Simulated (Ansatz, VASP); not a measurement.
## Two plane-wave programs on Be

INCAR

```
SYSTEM = Be
PREC = Accurate ; ENCUT = 520
EDIFF = 1E-6 ; ISMEAR = -1
SIGMA = 0.1 ; LREAL = .False.
LASPH = .True. ; NELM = 80
ALGO = Normal ; ISIF = 2
LWAVE = .False. ; LCHARG = .False.
GGA = PE ; NBANDS = 10
```

KPOINTS

```
Automatic mesh
0
Gamma
  11 11 16
  0 0 0
```

Contents of POSCAR:

```
Be
1.0
    3.6172818998      0.0000000000      0.0000000000
   -1.8086409499      3.1326580179      0.0000000000
    0.0000000000      0.0000000000      2.2219147678
Be
3
Direct
    1.0000000000      1.0000000000      1.0000000000
    0.3333333333      0.6666666667      0.5000000000
    0.6666666667      0.3333333333      0.5000000000
```

Input for Ansatz:

```yaml
crystal:
  lattice:
    - [3.6172818998, 0.0, 0.0]
    - [-1.8086409499, 3.1326580179, 0.0]
    - [0.0, 0.0, 2.2219147678]
  atoms:
    - { symbol: Be, position: [1.0, 1.0, 1.0] }
    - { symbol: Be, position: [0.3333333333, 0.6666666667, 0.5] }
    - { symbol: Be, position: [0.6666666667, 0.3333333333, 0.5] }
hamiltonian:
  xc: pbe
  pseudopotentials:
    kind: paw
    azcp:
      Be: "pseudopotentials/Be.paw.azcp"
basis:
  ecutwfc: 420
  fft_grid_basis: typed
kpoints:
  mp_grid: { grid: [11, 11, 16], shift: [0, 0, 0] }
magnetization:
  spin_polarized: false
scf:
  occupations: { method: fermi_dirac, width: 0.1 }
  lower_state_search: "off"
output:
  stress: true
  write_density: true
  write_potential: true
  elf: true
  volumetric_format: npy
```

Alike in both runs: task single point; functional PBE; k mesh 11 × 11 × 16; occupations fermi-dirac, width 0.1 eV; no spin polarisation.

|  | VASP | Ansatz |
| --- | --- | --- |
| version | VASP 6.6.1 | Ansatz 0.2.0 |
| potentials or method | VASP PAW PBE potentials, release 64 (Be), cutoff 520 eV | plane waves (420 eV) with PAW, scalar-relativistic |
| valence electrons in the cell | 6 | 6 |

VASP gave:

```
pressure (GPa)                                                : -4.1
traceless stress, the component that is largest in VASP (GPa) : 1.27
```

**Question.** What did Ansatz give for the same quantities?

**Answer.** Pressure (GPa): -4.2; traceless stress, the component that is largest in VASP (GPa): 1.29.

With one functional, cell and mesh, what is left measures potentials, basis and numerics.
